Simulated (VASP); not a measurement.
Write the native input for VASP 6.6.1 that does the following.

* Task: single point
* Functional: PBE
* Potentials or basis: VASP PAW PBE potentials, release 64 (Mo_sv)
* Cutoff: 520 eV
* k mesh: 22 × 22 × 22
* Occupations: gaussian, width 0.15 eV
* Spin: no spin polarisation
* Dipole correction: no
* Further INCAR settings: ALGO = Fast; EDIFF = 1e-06; NBANDS = 13

The structure of Mo lies in POSCAR:

```
Mo
1.0
    0.0000000000      1.9501665891      2.1067649662
    1.9501665891      0.0000000000      2.1067649662
    1.9501665891      1.9501665891      0.0000000000
Mo
1
Direct
    0.0000000000      0.0000000000      0.0000000000
```

This cell differs from its parent crystal: volume 16.025 Å^3 an atom, c/a of the conventional cell 1.0803.

These files were run (other wordings do the same):

INCAR

```
  PREC = Accurate
  ENCUT = 520
  EDIFF = 1E-6
  ISMEAR = 0
  SIGMA = 0.15
  LREAL = False
  LASPH = True
  NELM = 100
  ALGO = Fast
  ISIF = 2
  LWAVE = False
  LCHARG = True
  GGA = PE
  LELF = True
  LVHAR = True
  NBANDS = 13
```

KPOINTS

```
regular mesh
0
Gamma
  22 22 22
```

Potentials or basis: VASP PAW PBE potentials, release 64 (Mo_sv).

Launch:

```bash
$ cat potpaw_PBE.64/Mo_sv/POTCAR > POTCAR
$ mpirun -np 1 vasp_std > vasp.out
```

Results of the run:

```yaml
Pressure: 0.8 GPa
Band_gap_on_the_k_mesh: zero (band 7 reaches 15.62 eV, above the bottom of band 8 at 11.32 eV)
```

It took 52 s on 1 thread of Intel(R) Xeon(R) 6975P-C (Granite Rapids) (shared host), peak memory 0.27 GiB.
